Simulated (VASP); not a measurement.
## CdS: single point with BHLYP

The system is CdS.

```
Cd S
1.0
     0.00000    2.87708    2.87708
     2.87708    0.00000    2.87708
     2.87708    2.87708    0.00000
Cd S
1 1
Direct
  0.00000 0.00000 0.00000
  0.75000 0.75000 0.75000
```

```yaml
Program: VASP 6.6.1
Task: single point
Functional: BHLYP
Potentials_or_basis: VASP PAW PBE potentials, release 64 (Cd, S)
Cutoff: 520 eV
k_mesh: 4 × 4 × 4
Occupations: fermi-dirac, width 0.05 eV
Spin: no spin polarisation
Dipole_correction: no
Grid_for_exact_exchange_PRECFOCK: Normal
Further_INCAR_settings: ALGO = Normal; EDIFF = 1e-06; NBANDS = 16
Share_of_exact_exchange: 0.5
```

```yaml
Pressure: 7.0 GPa
Band_gap_on_the_k_mesh: 4.84 eV
```

Levels at points of the mesh, in eV from the valence-band top:
```
           k point  band 6  band 7  band 8  band 9  band 10  band 11  band 12  band 13
(0.00, 0.00, 0.00)   -9.64    0.00    0.00    0.00     4.84    10.47    10.47    10.47
(0.50, 0.00, 0.00)   -9.15   -5.29   -0.92   -0.92     6.84    10.92    10.92    11.61
(0.50, 0.50, 0.00)   -9.04   -4.72   -2.31   -2.31     6.89     8.21    13.71    15.61
```

Run time: 10 min on 1 thread of Intel(R) Xeon(R) Platinum 8259CL CPU @ 2.50GHz (Skylake/Cascade Lake), with other jobs on the host, peak memory 0.17 GiB.

Caveat: the k points lie up to 0.47 Å⁻¹ apart; the PAW data sets were made with another functional, which shifts forces and pressure a little.
